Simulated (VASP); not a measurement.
# Ca (I4/mmm) in VASP: notebook

Runs on Ca. Level: LDA. Tasks: single point.

Everything below comes from runs of VASP 6.6.1. Logs are shortened: lines on timing, memory, paths and dates and some standing lists are left out, and cuts for length are marked.

### Step 1. The cell of the first run

The structure is tetragonal, space group I4/mmm (No. 139). Conventional cell: a = 4.480 Å, b = 4.480 Å, c = 4.435 Å, α = 90.00°, β = 90.00°, γ = 90.00°. Ca (site symmetry 4/mmm) has 14 Ca at 3.87 to 4.48 Å within 5.1 Å.

### Step 2. Single point, LDA (strain -0.0100 x Voigt [0, 0, 1, 0, 0, 0])

Contents of INCAR:

```
ALGO = Normal ; EDIFF = 1E-6
ENCUT = 520 ; GGA = CA
ISIF = 2 ; ISMEAR = 0
LASPH = T ; LCHARG = T
LELF = T ; LREAL = F
LVHAR = T ; LWAVE = F
NBANDS = 11 ; NELM = 100
PREC = Accurate ; SIGMA = 0.15
```

Contents of KPOINTS:

```
k-points
0
Gamma
  16 16 16
```

Contents of POSCAR:

```
Ca
1.0
   -2.2400000000      2.2400000000      2.2176000000
    2.2400000000     -2.2400000000      2.2176000000
    2.2400000000      2.2400000000     -2.2176000000
Ca
1
Direct
    0.0000000000      0.0000000000      0.0000000000
```

Potentials or basis: VASP PAW LDA potentials, release 64 (Ca_sv).

On the command line:

```sh
cat potpaw_LDA.64/Ca_sv/POTCAR > POTCAR
mpirun -np 1 vasp_std > vasp.out
```

OUTCAR:

```text
EDIFF = 1E-6
   ENCUT = 520
   GGA = CA
   ISIF = 2
   ISMEAR = 0
   LASPH = T
   LREAL = F
   NELM = 100
   PREC = Accurate

 ion  position               nearest neighbor table
   1  0.000  0.000  0.000-

  LATTYP: Found a body centered tetragonal cell.
 ALAT       =     4.4800000000
 C/A-ratio  =     0.9900000000

  Lattice vectors:

 A1 = (  -2.2400000000,   2.2400000000,   2.2176000000)
 A2 = (   2.2400000000,  -2.2400000000,   2.2176000000)
 A3 = (   2.2400000000,   2.2400000000,  -2.2176000000)

Analysis of symmetry for initial positions (statically):
=====================================================================
 Subroutine PRICEL returns:
 Original cell was already a primitive cell.

 Routine SETGRP: Setting up the symmetry group for a
 body centered tetragonal supercell.

 Subroutine GETGRP returns: Found 16 space group operations
 (whereof 16 operations were pure point group operations)
 out of a pool of 16 trial point group operations.

The static configuration has the point symmetry D_4h.

Analysis of symmetry for dynamics (positions and initial velocities):
=====================================================================
 Subroutine PRICEL returns:
 Original cell was already a primitive cell.

 Routine SETGRP: Setting up the symmetry group for a
 body centered tetragonal supercell.

 Subroutine GETGRP returns: Found 16 space group operations
 (whereof 16 operations were pure point group operations)
 out of a pool of 16 trial point group operations.

The dynamic configuration has the point symmetry D_4h.

 Subroutine INISYM returns: Found 16 space group operations
 (whereof 16 operations are pure point group operations),
 and found     1 'primitive' translations

----------------------------------------------------------------------------------------

                                     Primitive cell

  volume of cell :      44.5081

  direct lattice vectors                    reciprocal lattice vectors
    -2.240000000  2.240000000  2.217600000     0.000000000  0.223214286  0.225468975
     2.240000000 -2.240000000  2.217600000     0.223214286  0.000000000  0.225468975
     2.240000000  2.240000000 -2.217600000     0.223214286  0.223214286  0.000000000

  length of vectors
     3.866904416  3.866904416  3.866904416     0.317270982  0.317270982  0.315672670

  position of ions in fractional coordinates (direct lattice)
     0.000000000  0.000000000  0.000000000

  ion indices of the primitive-cell ions
   primitive index   ion index
                 1           1

----------------------------------------------------------------------------------------

 KPOINTS: k-points

Automatic generation of k-mesh.
 Grid dimensions read from file:
 generate k-points for:   16   16   16

 Generating k-lattice:

  Cartesian coordinates                     Fractional coordinates (reciprocal lattice)
     0.000000000  0.013950893  0.014091811     0.062500000  0.000000000  0.000000000
     0.013950893  0.000000000  0.014091811     0.000000000  0.062500000  0.000000000
     0.013950893  0.013950893  0.000000000     0.000000000  0.000000000  0.062500000

  Length of vectors
     0.019829436  0.019829436  0.019729542

  Shift w.r.t. Gamma in fractional coordinates (k-lattice)
     0.000000000  0.000000000  0.000000000

 Subroutine IBZKPT returns following result:
 ===========================================

 Found    349 irreducible k-points:

 Following reciprocal coordinates:
            Coordinates               Weight
  0.000000  0.000000  0.000000      1.000000
  0.062500  0.000000  0.000000      8.000000
  0.125000  0.000000  0.000000      8.000000
  0.187500  0.000000 -0.000000      8.000000
  0.250000  0.000000  0.000000      8.000000
  0.312500  0.000000 -0.000000      8.000000
[... 16 lines left out ...]
 -0.125000  0.062500  0.000000     16.000000
 -0.062500  0.062500  0.000000      4.000000
 [... further k-points ...]
   k-points           NKPTS =    349   k-points in BZ     NKDIM =    349   number of bands    NBANDS=     11
   number of dos      NEDOS =    301   number of ions     NIONS =      1
   total plane-waves  NPLWV =  27000
   dimension x,y,z NGX =    30 NGY =   30 NGZ =   30
   dimension x,y,z NGXF=    60 NGYF=   60 NGZF=   60
   ions per type =               1
   NGX,Y,Z   is equivalent  to a cutoff of  12.90, 12.90, 12.90 a.u.
   NGXF,Y,Z  is equivalent  to a cutoff of  25.80, 25.80, 25.80 a.u.
 SYSTEM =  unknown system
   PREC   = accura    normal or accurate (medium, high low for compatibility)
   ISTART =      0    job   : 0-new  1-cont  2-samecut
   ICHARG =      2    charge: 1-file 2-atom 10-const
   ISPIN  =      1    spin polarized calculation?
   LNONCOLLINEAR =      F non collinear calculations
   LSORBIT =      F    spin-orbit coupling
   LASPH  =      T    aspherical Exc in radial PAW
   ENCUT  =  520.0 eV  38.22 Ry    6.18 a.u.   7.19  7.19  7.19*2*pi/ulx,y,z
   NELM   =    100;   NELMIN=  2; NELMDL= -5     # of ELM steps
   EDIFF  = 0.1E-05   stopping-criterion for ELM
   LREAL  =      F    real-space projection
   EDIFFG = 0.1E-04   stopping-criterion for IOM
   NSW    =      0    number of steps for IOM
   IBRION =     -1    ionic relax: 0-MD 1-quasi-New 2-CG
   NFREE  =      0    steps in history (QN), initial steepest desc. (CG)
   ISIF   =      2    stress and relaxation
   ISYM   =      2    0-nonsym 1-usesym 2-fastsym
   POTIM  = 0.5000    time-step for ionic-motion
   TEBEG  =    0.0;   TEEND  =   0.0 temperature during run
   PSTRESS=    0.0 pullay stress
   NELECT =      10.0000    total number of electrons
   NUPDOWN=      -1.0000    fix difference up-down
   EMIN   =  10.00;   EMAX   =-10.00  energy-range for DOS
   EFERMI =   0.00;   METHOD = LEGACY
   ISMEAR =     0;   SIGMA  =   0.15  broadening in eV -4-tet -1-fermi 0-gaus
   EFERMI_NEDOS =   21; number of points for ismear=-14 and -15
   IALGO  =     38    algorithm
   IMIX   =      4    mixing-type and parameters
     AMIX     =   0.40;   BMIX     =  1.00
     AMIX_MAG =   1.60;   BMIX_MAG =  1.00
  volume/ion in A,a.u.               =      44.51       300.36
  Fermi-wavevector in a.u.,A,eV,Ry     =   0.995241  1.880733 13.476644  0.990505
  Thomas-Fermi vector in A             =   2.127248
   LORBIT       =      0    0 simple, 1 ext, 2 COOP (PROOUT), +10 PAW based schemes
   GGA     = CA    functional components
   LHFCALC =     F    Hartree Fock is set to
   AEXX    =    0.0000 exact exchange contribution
   IVDW    =     0    specifies the selected vdW correction
   LEPSILON=     F    determine dielectric tensor
   LRPA    =     F    only Hartree local field effects (RPA)
 non-spin polarized calculation
 Gauss-broadening in eV      SIGMA  =   0.15
  energy-cutoff  :      520.00
  volume of cell :       44.51
 maximum number of plane-waves:      1232
 NGX is ok and might be reduce to    30
   NGX = 15   NGY = 15   NGZ = 15

 number of electron      10.0000002 magnetization

 Free energy of the ion-electron system (eV)
  ---------------------------------------------------
  ext. energy  EPLUGINS =         0.00000000
  ---------------------------------------------------
  free energy    TOTEN  =        -2.14566554 eV

  energy without entropy =       -2.12690425  energy(sigma->0) =       -2.13628490

 E-fermi :   1.6365     XC(G=0):  -7.7932

 val. band max:        1.6359355693   @ k =   0.4375   0.1250   0.0000
 cond. band min:       1.6387414389   @ k =  -0.4375  -0.4375   0.4375
 fundamental gap:      0.0028058696
 Fermi energy:         1.6364670375

 k-point     1 :       0.0000    0.0000    0.0000
  band No.  band energies     occupation
      1     -40.1065      2.00000
      2     -21.3209      2.00000
      3     -21.3196      2.00000
      4     -21.3196      2.00000
      5      -2.3397      2.00000
      6       3.6842      0.00000
      7       3.7270      0.00000
      8       3.7270      0.00000
      9       4.6957      0.00000
     10       4.7490      0.00000
     11      11.6175      0.00000

 k-point     2 :       0.0625    0.0000    0.0000
  band No.  band energies     occupation
      1     -40.1060      2.00000
      2     -21.3250      2.00000
      3     -21.3212      2.00000
      4     -21.3201      2.00000
      5      -2.2714      2.00000
      6       3.6604      0.00000
      7       3.7043      0.00000
      8       3.7603      0.00000
      9       4.6737      0.00000
     10       4.7239      0.00000
     11      11.5576      0.00000

 k-point     3 :       0.1250    0.0000    0.0000
  band No.  band energies     occupation
      1     -40.1046      2.00000
      2     -21.3382      2.00000
      3     -21.3257      2.00000
      4     -21.3202      2.00000
      5      -2.0689      2.00000
      6       3.5516      0.00000
      7       3.6091      0.00000
      8       3.9059      0.00000
      9       4.5867      0.00000
     10       4.7216      0.00000
     11      11.1014      0.00000

 k-point     4 :       0.1875    0.0000   -0.0000
  band No.  band energies     occupation
      1     -40.1026      2.00000
      2     -21.3578      2.00000
      3     -21.3324      2.00000
      4     -21.3202      2.00000
      5      -1.7399      2.00000
      6       3.3938      0.00000
      7       3.3941      0.00000
      8       4.1462      0.00000
      9       4.5376      0.00000
     10       4.7403      0.00000
     11      10.1496      0.00000

 k-point     5 :       0.2500    0.0000    0.0000
  band No.  band energies     occupation
      1     -40.1003      2.00000
      2     -21.3809      2.00000
      3     -21.3404      2.00000
      4     -21.3202      2.00000
      5      -1.2983      2.00000
      6       3.0716      0.00000
      7       3.2207      0.00000
      8       4.4656      0.00000
      9       4.5595      0.00000
     10       4.7780      0.00000
     11       9.0524      0.00000
[... 211 lines left out ...]
 k-point    21 :      -0.2500    0.0625    0.0000
  band No.  band energies     occupation
      1     -40.1012      2.00000
      2     -21.3710      2.00000
      3     -21.3360      2.00000
      4     -21.3219      2.00000
      5      -1.4867      2.00000
      6       3.2191      0.00000
      7       3.2893      0.00000
      8       4.3376      0.00000
      9       4.4894      0.00000
     10       4.7979      0.00000
     11       9.6065      0.00000

 k-point    22 :      -0.1875    0.0625    0.0000
  band No.  band energies     occupation
      1     -40.1034      2.00000
      2     -21.3501      2.00000
      3     -21.3283      2.00000
      4     -21.3218      2.00000
      5      -1.8721      2.00000
      6       3.4540      0.00000
      7       3.4881      0.00000
      8       4.0615      0.00000
      9       4.4980      0.00000
     10       4.7664      0.00000
     11      10.6862      0.00000

 k-point    23 :      -0.1250    0.0625    0.0000
  band No.  band energies     occupation
      1     -40.1051      2.00000
      2     -21.3338      2.00000
      3     -21.3235      2.00000
      4     -21.3209      2.00000
      5      -2.1373      2.00000
      6       3.5953      0.00000
      7       3.6293      0.00000
      8       3.8713      0.00000
      9       4.5760      0.00000
     10       4.7489      0.00000
     11      11.3016      0.00000

 k-point    24 :      -0.0625    0.0625    0.0000
  band No.  band energies     occupation
      1     -40.1060      2.00000
      2     -21.3243      2.00000
      3     -21.3224      2.00000
      4     -21.3196      2.00000
      5      -2.2721      2.00000
      6       3.6629      0.00000
      7       3.6878      0.00000
      8       3.7771      0.00000
      9       4.6467      0.00000
     10       4.7491      0.00000
     11      11.5156      0.00000

 [... further k-points ...]

------------------------ aborting loop because EDIFF is reached ----------------------------------------

  FORCE on cell =-STRESS in cart. coord.  units (eV):
  Direction    XX          YY          ZZ          XY          YZ          ZX
  --------------------------------------------------------------------------------------
  -------------------------------------------------------------------------------------
  Total       -0.6584155     -0.6584155     -0.6628772      0.0000000     -0.0000000     -0.0000000
  in kB      -23.7012557    -23.7012557    -23.8618669      0.0000000     -0.0000000     -0.0000000
  external PRESSURE =     -23.7547928 kB  Pullay stress =       0.0000000 kB

 VOLUME and BASIS-vectors are now :
 -----------------------------------------------------------------------------
  energy-cutoff  :      520.00
  volume of cell :       44.51
      direct lattice vectors                 reciprocal lattice vectors
    -2.240000000  2.240000000  2.217600000     0.000000000  0.223214286  0.225468975
     2.240000000 -2.240000000  2.217600000     0.223214286  0.000000000  0.225468975
     2.240000000  2.240000000 -2.217600000     0.223214286  0.223214286  0.000000000

 POSITION                                       TOTAL-FORCE (eV/Angst)
 -----------------------------------------------------------------------------------
      0.00000      0.00000      0.00000        -0.000000     -0.000000      0.000000
 -----------------------------------------------------------------------------------
    total drift:                               -0.000000     -0.000000      0.000000

  FREE ENERGIE OF THE ION-ELECTRON SYSTEM (eV)
  ---------------------------------------------------
  free  energy   TOTEN  =        -2.1456655400 eV

  energy  without entropy=       -2.1269042539  energy(sigma->0) =       -2.13628490
```

It took 69 s on 1 thread of Intel Xeon 6975P-C (Granite Rapids), shared host; peak memory 0.28 GiB.

Results:

```yaml
Free_energy: -2.1457 eV
Pressure: -2.4 GPa
Band_gap_on_the_k_mesh: zero (band 5 reaches 1.94 eV, above the bottom of band 6 at 1.59 eV)
```

Caveat: the cell differs from its parent crystal (strain -0.0100 x Voigt [0, 0, 1, 0, 0, 0]).

### Step 3. Single point, LDA (strain -0.0400 x Voigt [0, 0, 1, 0, 0, 0])

Contents of INCAR:

```
SYSTEM = Ca
PREC     = Accurate       ! precision mode
ENCUT    = 520            ! plane-wave cutoff, eV
EDIFF    = 1E-6           ! SCF threshold, eV
ISMEAR   = 0              ! smearing method
SIGMA    = 0.15           ! smearing width, eV
LREAL    = .False.        ! projectors in reciprocal space
LASPH    = .True.         ! aspherical terms in the spheres
NELM     = 100            ! most SCF steps
ALGO     = Normal         ! electronic algorithm
ISIF     = 2              ! what is computed and relaxed
LWAVE    = .False.        ! write WAVECAR
LCHARG   = .True.         ! write CHGCAR
LELF     = .True.         ! ELF
LVHAR    = .True.       
NBANDS   = 11             ! bands
```

Contents of KPOINTS:

```
Automatic mesh
0
Gamma
  16 16 16
  0 0 0
```

Contents of POSCAR:

```
Ca
1.0
   -2.2400000000      2.2400000000      2.1504000000
    2.2400000000     -2.2400000000      2.1504000000
    2.2400000000      2.2400000000     -2.1504000000
Ca
1
Direct
    0.0000000000      0.0000000000      0.0000000000
```

Potentials or basis: VASP PAW LDA potentials, release 64 (Ca_sv).

On the command line:

```sh
cat potpaw_LDA.64/Ca_sv/POTCAR > POTCAR
mpirun -np 1 vasp_std > vasp.out
```

Wall time 44 s (1 thread of Intel Xeon 6975P-C (Granite Rapids), shared host); peak memory 0.27 GiB.

Results (log left out):

* Free energy: -2.1642 eV
* Pressure: -2.0 GPa
* Band gap on the k mesh: zero (band 5 reaches 2.05 eV, above the bottom of band 6 at 1.67 eV)

Levels at points of the mesh, in eV from the Fermi level:
```
           k point  band 2  band 3  band 4  band 5  band 6  band 7  band 8  band 9
(0.00, 0.00, 0.00)  -22.88  -22.88  -22.88   -4.03    2.00    2.19    2.19    3.04
(0.50, 0.00, 0.00)  -23.01  -22.92  -22.88   -0.91    0.05    1.14    3.09    3.48
(0.50, 0.50, 0.00)  -23.01  -22.92  -22.87   -1.01   -0.08    1.36    2.91    3.36
(0.50, 0.50, 0.50)  -22.98  -22.98  -22.97   -0.01    0.06    3.60    3.60    3.92
```

Caveat: the cell differs from its parent crystal (strain -0.0400 x Voigt [0, 0, 1, 0, 0, 0]).
